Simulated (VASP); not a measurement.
Mg4CdS3:

```
CELL_PARAMETERS angstrom
5.08911 0.00000 0.00000
0.00000 5.08911 0.00000
0.00000 0.00000 5.08911
ATOMIC_POSITIONS crystal
Mg 0.50000 0.00000 0.00000
Mg 0.50000 0.50000 0.50000
Mg 0.00000 0.00000 0.50000
Mg 0.00000 0.50000 0.00000
Cd 0.00000 0.00000 0.00000
S 0.00000 0.50000 0.50000
S 0.50000 0.00000 0.50000
S 0.50000 0.50000 0.00000
```

* Program: VASP 6.6.1
* Task: relaxation of cell and atoms
* Functional: PBE
* Potentials or basis: VASP PAW PBE potentials, release 64 (Mg, Cd, S)
* Cutoff: 600 eV
* k mesh: 3 × 3 × 3
* Occupations: gaussian, width 0.2 eV
* Spin: no spin polarisation

At the start: pressure 15.5 GPa; volume 16.48 Å³/atom.

Question: Where does the relaxation end?

Answer: Over 3 steps the energy falls by 144.4 meV/atom and the volume is 19.95 Å³/atom (+21.1 %); space group Pm-3m (No. 221, to 0.05 Å).

Step by step:
| step | energy change (eV) | largest force (eV/Å) | pressure (GPa) | volume (Å³) |
| --- | --- | --- | --- | --- |
| 1 | 0.0000 | 0.0000 | 15.53 | 131.80 |
| 2 | -1.1327 | 0.0000 | -1.50 | 164.66 |
| 3 | -1.1553 | 0.0000 | 0.11 | 159.61 |

Final structure:
```
Mg Cd S
1.0
     5.42441    0.00000    0.00000
     0.00000    5.42441    0.00000
     0.00000    0.00000    5.42441
Mg Cd S
4 1 3
Direct
  0.50000 0.00000 0.00000
  0.50000 0.50000 0.50000
  0.00000 0.00000 0.50000
  0.00000 0.50000 0.00000
  0.00000 0.00000 0.00000
  0.00000 0.50000 0.50000
  0.50000 0.00000 0.50000
  0.50000 0.50000 0.00000
```

Caveat: the k points lie up to 0.39 Å⁻¹ apart in the final cell; the volume moved by over 15 % at a fixed basis, so the end points are rough.
